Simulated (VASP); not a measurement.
A run of VASP 6.6.1 is set up as follows.

INCAR

```
ALGO     = Normal         # electronic algorithm
EDIFF    = 1E-6           # SCF threshold, eV
ENCUT    = 520            # plane-wave cutoff, eV
GGA      = PE             # functional
ISIF     = 2              # what is computed and relaxed
ISMEAR   = 0              # smearing method
LASPH    = T              # aspherical terms in the spheres
LCHARG   = T              # write CHGCAR
LELF     = T              # ELF
LREAL    = F              # projectors in reciprocal space
LVHAR    = T            
LWAVE    = F              # write WAVECAR
NBANDS   = 34             # bands
NELM     = 60             # most SCF steps
PREC     = Accurate       # precision mode
SIGMA    = 0.1            # smearing width, eV
```

The input KPOINTS:

```
k-points
0
Gamma
  8 8 8
```

File POSCAR:

```
AgBr2
1.0
    0.0000000000      4.4639625527      4.4639625527
    4.4639625527      0.0000000000      4.4639625527
    4.4639625527      4.4639625527      0.0000000000
Ag Br
2 4
Direct
    0.0000000000      0.0000000000      0.0000000000
    0.2500000000      0.2500000000      0.2500000000
    0.6250000000      0.6250000000      0.6250000000
    0.1250000000      0.6250000000      0.6250000000
    0.6250000000      0.6250000000      0.1250000000
    0.6250000000      0.1250000000      0.6250000000
```

Potentials or basis: VASP PAW PBE potentials, release 64 (Ag, Br).

The run is started by

```console
$ cat potpaw_PBE.64/Ag/POTCAR potpaw_PBE.64/Br/POTCAR > POTCAR
$ mpirun -np 1 vasp_std > vasp.out
```

Predict the band gap on the k mesh.

zero (band 25 reaches 2.40 eV, above the bottom of band 26 at 1.76 eV).

Estimate the pressure.

0.0 GPa.
